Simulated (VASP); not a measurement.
Input of a VASP 6.6.1 run:

File POSCAR:

```
Al
1.0
    2.2089738632     -4.0148270180      0.0000000000
    2.2089738632      4.0148270180      0.0000000000
    0.0000000000      0.0000000000      4.5807757851
Al
4
Direct
    0.1558910274      0.8441089726      0.0700067624
    0.6558910274      0.3441089726      0.4299932376
    0.8441089726      0.1558910274      0.9299932376
    0.3441089726      0.6558910274      0.5700067624
```

The input INCAR.step1:

```
  PREC = Accurate
  ENCUT = 520
  ISMEAR = 0
  SIGMA = 0.1
  LREAL = False
  LASPH = True
  NELM = 100
  NBANDS = 14
  GGA = PE
  ALGO = Normal
  EDIFF = 1E-4
  LWAVE = True
  LCHARG = False
```

File INCAR.step2:

```
  PREC = Accurate
  ENCUT = 520
  EDIFF = 1E-6
  ISMEAR = 0
  SIGMA = 0.1
  LREAL = False
  LASPH = True
  NELM = 100
  ALGO = Normal
  ISIF = 2
  LWAVE = False
  LCHARG = False
  METAGGA = R2SCAN
  LMIXTAU = True
  NBANDS = 14
  ISTART = 1
```

File KPOINTS:

```
regular mesh
0
Gamma
  12 12 10
```

Potentials or basis: VASP PAW PBE potentials, release 64 (Al).

Launch:

```sh
$ cat potpaw_PBE.64/Al/POTCAR > POTCAR
$ cp INCAR.step1 INCAR
$ mpirun -np 1 vasp_std > vasp.out
$ cp INCAR.step2 INCAR
$ mpirun -np 1 vasp_std > vasp.out
```

Predict the pressure.

-0.2 GPa.

What does it give for the band gap on the k mesh?

Zero (band 6 reaches 6.10 eV, above the bottom of band 7 at 5.09 eV).

Predict the largest force.

0.014 eV/Å.

Forces in eV/Å, atoms in the order of the input:
```
Al   0.000 -0.012  0.007
Al   0.000 -0.012 -0.007
Al   0.000  0.012 -0.007
Al   0.000  0.012  0.007
```

Caveat: the PAW data sets were made with another functional, which shifts forces and pressure a little.
